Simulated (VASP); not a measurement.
# Cu (P6_3/mmc) in VASP: vibrations by perturbation theory with LDA

Aim: the vibrations by perturbation theory of Cu with LDA.

All numbers are computed with VASP 6.6.1; they aren't measurements. Logs are shortened: lines on timing, memory, paths and dates and some standing lists are left out, and cuts for length are marked.

## (1) The cell of the first run

It takes space group P6_3/mmc (No. 194, hexagonal). Conventional cell: a = 2.488 Å, b = 2.488 Å, c = 4.064 Å, α = 90.00°, β = 90.00°, γ = 120.00°. Cu (site symmetry -6m2) has 12 Cu at 2.49 Å within 3.3 Å.

This isn't the form of Cu at room conditions, which is fcc.

## (2) Vibrations by perturbation theory, LDA

Contents of INCAR:

```
SYSTEM = Cu
ALGO     = Normal         ! electronic algorithm
EDIFF    = 1E-8           ! SCF threshold, eV
ENCUT    = 520            ! plane-wave cutoff, eV
IBRION   = 8              ! ionic algorithm
ISIF     = 2              ! what is computed and relaxed
ISMEAR   = 0              ! smearing method
LASPH    = .True.         ! aspherical terms in the spheres
LCHARG   = .False.        ! write CHGCAR
LREAL    = .False.        ! projectors in reciprocal space
LWAVE    = .False.        ! write WAVECAR
NELM     = 80             ! most SCF steps
NSW      = 1              ! ionic steps
PREC     = Accurate       ! precision mode
SIGMA    = 0.15           ! smearing width, eV
```

Contents of KPOINTS:

```
k-points
0
Gamma
  21 21 12
  0 0 0
```

Contents of POSCAR:

```
Cu
1.0
    2.4883286535      0.0000000000      0.0000000000
   -1.2441643268      2.1549558269      0.0000000000
    0.0000000000      0.0000000000      4.0637143877
Cu
2
Direct
    0.3333333333      0.6666666667      0.2500000000
    0.6666666667      0.3333333333      0.7500000000
```

Potentials or basis: VASP PAW LDA potentials, release 64 (Cu).

Launch:

```console
$ cat potpaw_LDA.64/Cu/POTCAR > POTCAR
$ mpirun -np 1 vasp_std > vasp.out
```

OUTCAR:

```text
SYSTEM = Cu
   EDIFF = 1E-8
   ENCUT = 520
   IBRION = 8
   ISIF = 2
   ISMEAR = 0
   LASPH = .True.
   LREAL = .False.
   NELM = 80
   NSW = 1
   PREC = Accurate

 ion  position               nearest neighbor table
   1  0.333  0.667  0.250-   2 2.49   2 2.49   2 2.49   2 2.49   2 2.49   2 2.49
   2  0.667  0.333  0.750-   1 2.49   1 2.49   1 2.49   1 2.49   1 2.49   1 2.49

  LATTYP: Found a hexagonal cell.
 ALAT       =     2.4883286535
 C/A-ratio  =     1.6331099921

  Lattice vectors:

 A1 = (   2.4883286535,   0.0000000000,   0.0000000000)
 A2 = (  -1.2441643268,   2.1549558269,   0.0000000000)
 A3 = (   0.0000000000,   0.0000000000,   4.0637143877)

Analysis of symmetry for initial positions (statically):
=====================================================================
 Subroutine PRICEL returns:
 Original cell was already a primitive cell.

 Routine SETGRP: Setting up the symmetry group for a
 hexagonal supercell.

 Subroutine GETGRP returns: Found 24 space group operations
 (whereof 12 operations were pure point group operations)
 out of a pool of 24 trial point group operations.

The static configuration has the point symmetry D_3d.
 The point group associated with its full space group is D_6h.

Analysis of symmetry for dynamics (positions and initial velocities):
=====================================================================
 Subroutine PRICEL returns:
 Original cell was already a primitive cell.

 Routine SETGRP: Setting up the symmetry group for a
 hexagonal supercell.

 Subroutine GETGRP returns: Found 24 space group operations
 (whereof 12 operations were pure point group operations)
 out of a pool of 24 trial point group operations.

The dynamic configuration has the point symmetry D_3d.
 The point group associated with its full space group is D_6h.

 Subroutine INISYM returns: Found 24 space group operations
 (whereof 12 operations are pure point group operations),
 and found     1 'primitive' translations

----------------------------------------------------------------------------------------

                                     Primitive cell

  volume of cell :      21.7906

  direct lattice vectors                    reciprocal lattice vectors
     2.488328653  0.000000000  0.000000000     0.401876174  0.232023317  0.000000000
    -1.244164327  2.154955827  0.000000000     0.000000000  0.464046635  0.000000000
     0.000000000  0.000000000  4.063714388     0.000000000  0.000000000  0.246080286

  length of vectors
     2.488328653  2.488328654  4.063714388     0.464046635  0.464046635  0.246080286

  position of ions in fractional coordinates (direct lattice)
     0.333333333  0.666666667  0.250000000
     0.666666667  0.333333333  0.750000000

  ion indices of the primitive-cell ions
   primitive index   ion index
                 1           1
                 2           2

----------------------------------------------------------------------------------------

 KPOINTS: k-points

Automatic generation of k-mesh.
 Grid dimensions read from file:
 generate k-points for:   21   21   12

 Generating k-lattice:

  Cartesian coordinates                     Fractional coordinates (reciprocal lattice)
     0.019136961  0.011048729  0.000000000     0.047619048  0.000000000  0.000000000
[... 99 lines left out ...]

 number of electron      21.9999990 magnetization

 Free energy of the ion-electron system (eV)
  ---------------------------------------------------
  ext. energy  EPLUGINS =         0.00000000
  ---------------------------------------------------
  free energy    TOTEN  =        -9.40089588 eV

  energy without entropy =       -9.39426438  energy(sigma->0) =       -9.39758013

 E-fermi :   8.4160     XC(G=0): -13.5807

 val. band max:        8.3946500511   @ k =   0.2857   0.1905   0.4167
 cond. band min:       8.4195866387   @ k =   0.2381   0.2381   0.4167
 fundamental gap:      0.0249365876
 Fermi energy:         8.4159982233

 k-point     1 :       0.0000    0.0000    0.0000
  band No.  band energies     occupation
      1      -1.5860      2.00000
      2       2.7928      2.00000
      3       5.0525      2.00000
      4       5.1189      2.00000
      5       5.1189      2.00000
      6       5.3559      2.00000
      7       5.3559      2.00000
      8       5.6880      2.00000
      9       5.6880      2.00000
     10       6.5381      2.00000
     11       6.5381      2.00000
     12       7.1761      2.00000
     13      12.5361      0.00000
     14      30.4996      0.00000
[... 401 lines left out ...]
      2       3.6753      2.00000
      3       4.3395      2.00000
      4       4.4556      2.00000
      5       5.0954      2.00000
      6       5.2048      2.00000
      7       5.5526      2.00000
      8       5.6441      2.00000
      9       5.9054      2.00000
     10       6.1252      2.00000
     11       6.6242      2.00000
     12      11.3441      0.00000
     13      13.2327      0.00000
     14      20.0327      0.00000
     15      22.6249      0.00000

 [... further k-points ...]

------------------------ aborting loop because EDIFF is reached ----------------------------------------

  FORCE on cell =-STRESS in cart. coord.  units (eV):
  Direction    XX          YY          ZZ          XY          YZ          ZX
  --------------------------------------------------------------------------------------
  -------------------------------------------------------------------------------------
  Total        0.0234420      0.0234420      0.2866247     -0.0000000     -0.0000000      0.0000000
  in kB        1.7235945      1.7235945     21.0743848     -0.0000000     -0.0000000      0.0000000
  external PRESSURE =       8.1738579 kB  Pullay stress =       0.0000000 kB

 VOLUME and BASIS-vectors are now :
 -----------------------------------------------------------------------------
  energy-cutoff  :      520.00
  volume of cell :       21.79
      direct lattice vectors                 reciprocal lattice vectors
     2.488328653  0.000000000  0.000000000     0.401876174  0.232023317  0.000000000
    -1.244164327  2.154955827  0.000000000     0.000000000  0.464046635  0.000000000
     0.000000000  0.000000000  4.063714388     0.000000000  0.000000000  0.246080286

 POSITION                                       TOTAL-FORCE (eV/Angst)
 -----------------------------------------------------------------------------------
     -0.00000      1.43664      1.01593        -0.000000      0.000000      0.000000
      1.24416      0.71832      3.04779         0.000000     -0.000000      0.000000
 -----------------------------------------------------------------------------------
    total drift:                               -0.000000      0.000000     -0.000000

  FREE ENERGIE OF THE ION-ELECTRON SYSTEM (eV)
  ---------------------------------------------------
  free  energy   TOTEN  =        -9.4008958835 eV

  energy  without entropy=       -9.3942643794  energy(sigma->0) =       -9.39758013

[... ionic steps 2 to 3 ...]

--------------------------------------- Ionic step        4  -------------------------------------------

------------------------ aborting loop because EDIFF is reached ----------------------------------------

[... ionic steps 5 to 5 ...]

--------------------------------------- Ionic step        6  -------------------------------------------

 Free energy of the ion-electron system (eV)
  ---------------------------------------------------
  ---------------------------------------------------
  free energy    TOTEN  =        -0.25253429 eV

  energy without entropy =       -0.25253429

------------------------ aborting loop because EDIFF is reached ----------------------------------------

 INTERNAL STRAIN TENSOR  FOR ION    1  DIRECTION 3   (eV/Angst):
 -----------------------------------------------------------------------------
     0.00092 -0.00000  0.00000
     0.00000  0.00092  0.00000
    -0.00000 -0.00000  0.01094

 INTERNAL STRAIN TENSOR FOR ION    2 for displacements in x,y,z  (eV/Angst):
          X           Y           Z          XY          YZ          ZX
  --------------------------------------------------------------------------------
  x    -0.00000     0.00000     0.00000     1.55722     0.00000     0.00000
  y     1.55722    -1.55722    -0.00000     0.00000     0.00000     0.00000
  z     0.00000     0.00000    -0.00000     0.00000    -0.00000     0.00000

 SECOND DERIVATIVES (NOT SYMMETRIZED)
 ------------------------------------
               1X          1Y          1Z          2X          2Y          2Z
  1X    -1.567782    0.000000    0.000000    1.567782   -0.000000    0.000000
  1Y     0.000000   -1.567782    0.000000   -0.000000    1.567782    0.000000
  1Z    -0.000000    0.000000   -8.880910    0.000000    0.000000    8.880910
  2X     1.567782   -0.000000    0.000000   -1.567782    0.000000    0.000000
  2Y    -0.000000    1.567782    0.000000    0.000000   -1.567782    0.000000
  2Z     0.000000    0.000000    8.880910   -0.000000    0.000000   -8.880910

 Eigenvectors and eigenvalues of the dynamical matrix
 ----------------------------------------------------

   1 f  =    8.265143 THz    51.931424 2PiTHz  275.695487 cm-1    34.181869 meV
             X         Y         Z           dx          dy          dz
     -0.000000  1.436637  1.015929     0.000000    0.000000    0.707107
      1.244164  0.718319  3.047786    -0.000000   -0.000000   -0.707107
[... 16 lines left out ...]
   5 f  =    0.000000 THz     0.000000 2PiTHz    0.000000 cm-1     0.000000 meV
             X         Y         Z           dx          dy          dz
     -0.000000  1.436637  1.015929     0.706524   -0.028009    0.006302
      1.244164  0.718319  3.047786     0.706524   -0.028009    0.006302

   6 f/i=    0.000000 THz     0.000001 2PiTHz    0.000004 cm-1     0.000001 meV
             X         Y         Z           dx          dy          dz
     -0.000000  1.436637  1.015929     0.001735   -0.113282   -0.697972
      1.244164  0.718319  3.047786     0.001735   -0.113282   -0.697972

--------------------------------------------------------------------------------------------------------

 ELASTIC MODULI CONTR FROM IONIC RELAXATION (kBar)
 Direction    XX          YY          ZZ          XY          YZ          ZX
 --------------------------------------------------------------------------------
 XX        -113.7251    113.7251      0.0000      0.0000      0.0000     -0.0000
 YY         113.7251   -113.7251     -0.0000      0.0000      0.0000     -0.0000
 ZZ           0.0000     -0.0000     -0.0000     -0.0000     -0.0000      0.0000
 XY           0.0000      0.0000     -0.0000   -113.7251     -0.0000      0.0000
 YZ           0.0000      0.0000     -0.0000     -0.0000     -0.0000      0.0000
 ZX          -0.0000     -0.0000      0.0000      0.0000      0.0000     -0.0000
 --------------------------------------------------------------------------------
```

Wall time 14 min (1 thread of Intel Xeon 6975P-C (Granite Rapids), shared host); peak memory 0.96 GiB.

Results:

```
Highest phonon frequency at Γ : 276 cm⁻¹
```

Phonon frequencies in cm⁻¹ (negative: imaginary):
| q point | frequencies |
| --- | --- |
| (0.000, 0.000, 0.000) | 0 0 0 116 116 276 |
